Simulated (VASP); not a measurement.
B, 2 atoms in the cell. It takes space group P6_3/mmc (No. 194, hexagonal). Conventional cell: a = 2.536 Å, b = 2.536 Å, c = 4.199 Å, α = 90.00°, β = 90.00°, γ = 120.00°. B (site symmetry -6m2) has 12 B at 2.54 to 2.56 Å within 3.3 Å. 

| Item | Value |
| --- | --- |
| Program | VASP 6.6.1 |
| Task | single point |
| Functional | LDA |
| Potentials or basis | VASP PAW LDA potentials, release 64 (B) |
| Cutoff | 520 eV |
| k mesh | 8 × 8 × 4 |
| Occupations | methfessel-paxton, width 0.02 eV |
| Spin | no spin polarisation |
| Dipole correction | no |
| Further INCAR settings | ALGO = Normal; EDIFF = 1e-06; NBANDS = 10 |

Potentials or basis: VASP PAW LDA potentials, release 64 (B).

Launch:

```bash
$ cat potpaw_LDA.64/B/POTCAR > POTCAR
$ mpirun -np 1 vasp_std > vasp.out
```

Hardware: 1 thread of Intel Xeon 8259CL, on a shared host.

**Question.** Estimate the wall time of this run.

**Answer.** Wall time 5.5 s on 1 thread of Intel Xeon 8259CL, with other jobs on the host, peak memory 0.12 GiB. Counts: scf iterations 9, k points 30.
